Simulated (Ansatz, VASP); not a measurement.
# Sc in VASP and in Ansatz

```
CELL_PARAMETERS angstrom
6.62000 0.00000 0.00000
-4.96500 8.59963 0.00000
0.00000 0.00000 5.27614
ATOMIC_POSITIONS crystal
Sc 0.98232 0.98386 0.99113
Sc 0.10181 0.17915 0.47911
Sc 0.98290 0.32725 0.97002
Sc 0.15288 0.56456 0.53435
Sc 0.98436 0.65778 0.08342
Sc 0.18495 0.89990 0.51647
Sc 0.51270 0.00443 0.98142
Sc 0.66423 0.23601 0.43381
Sc 0.47614 0.28749 0.88738
Sc 0.73468 0.60768 0.63354
Sc 0.47643 0.69640 0.98906
Sc 0.65019 0.87847 0.47680
Sc 0.43822 0.45417 0.27213
```

Alike in both runs: functional PBE; dispersion D3(BJ); k mesh 3 × 2 × 3; occupations gaussian, width 0.05 eV; no spin polarisation.

Ansatz relaxed the structure, and its values are those at the end. VASP's run is a single point on that final structure, the one shown.

|  | VASP | Ansatz |
| --- | --- | --- |
| version | VASP 6.6.1 | Ansatz 0.2.0 |
| potentials or method | VASP PAW PBE potentials, release 64 (Sc_sv), cutoff 520 eV | scalar-relativistic, plane waves, PAW |
| valence electrons in the cell | 143 | 143 |

|  | VASP | Ansatz | Ansatz less VASP |
| --- | --- | --- | --- |
| rms of the force components (eV/Å) | 0.012 | 0.012 | +0.0002 |

The k mesh is coarse, so the values compare programs but aren't converged.
